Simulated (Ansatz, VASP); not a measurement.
# Two plane-wave programs on ZnSe

INCAR

```
PREC     = Accurate       # precision mode
ENCUT    = 500            # plane-wave cutoff, eV
EDIFF    = 1E-6           # SCF threshold, eV
ISMEAR   = -1             # smearing method
SIGMA    = 0.051703999572871064 # smearing width, eV
LREAL    = False          # projectors in reciprocal space
LASPH    = True           # aspherical terms in the spheres
NELM     = 120            # most SCF steps
ALGO     = Normal         # electronic algorithm
ISIF     = 2              # what is computed and relaxed
LWAVE    = False          # write WAVECAR
LCHARG   = False          # write CHGCAR
GGA      = PE             # functional
NBANDS   = 16             # bands
GGA_COMPAT= False
```

The input KPOINTS:

```
regular mesh
0
Gamma
  4 4 4
```

POSCAR

```
ZnSe
1.0
    0.0000000000      2.9931037949      2.9931037949
    2.9931037949      0.0000000000      2.9931037949
    2.9931037949      2.9931037949      0.0000000000
Zn Se
1 1
Direct
    0.0000000000      0.0000000000      0.0000000000
    0.7500000000      0.7500000000      0.7500000000
```

Input for Ansatz:

```yaml
crystal:
  lattice:
    - [0.0, 2.9931037949, 2.9931037949]
    - [2.9931037949, 0.0, 2.9931037949]
    - [2.9931037949, 2.9931037949, 0.0]
  atoms:
    - { symbol: Zn, position: [0.0, 0.0, 0.0] }
    - { symbol: Se, position: [0.75, 0.75, 0.75] }
basis:
  ecutwfc: 420
kpoints:
  mp_grid: { grid: [4, 4, 4] }
hamiltonian:
  xc: pbe
scf:
  occupations: { method: fermi_dirac, width: "600 K" }
  lower_state_search: "off"
  max_iter: 65
output:
  forces: true
  stress: true
  eigenvalues: true
```

Alike in both runs: task single point; functional PBE; k mesh 4 × 4 × 4; no spin polarisation.

|  | VASP | Ansatz |
| --- | --- | --- |
| version | VASP 6.6.1 | Ansatz 0.2.0 |
| potentials or method | VASP PAW PBE potentials, release 64 (Zn, Se), cutoff 500 eV | scalar-relativistic, plane waves, PAW |
| occupations | fermi-dirac, width 0.051704 eV | fermi-dirac |
| valence electrons in the cell | 18 | 28 |

|  | VASP | Ansatz | Ansatz less VASP |
| --- | --- | --- | --- |
| gap on the k mesh at the Fermi level (eV) | 0.66 | 0.66 | +0.002 |
| least direct gap on the mesh (eV) | 0.66 | 0.66 | +0.002 |
| pressure (GPa) | -5.2 | -5.3 | -0.11 |

VASP's potentials hold 18 valence electrons a cell and Ansatz's 28, so a difference there can come from the potentials and not from the codes.

The k mesh is coarse, so the values compare programs but aren't converged.
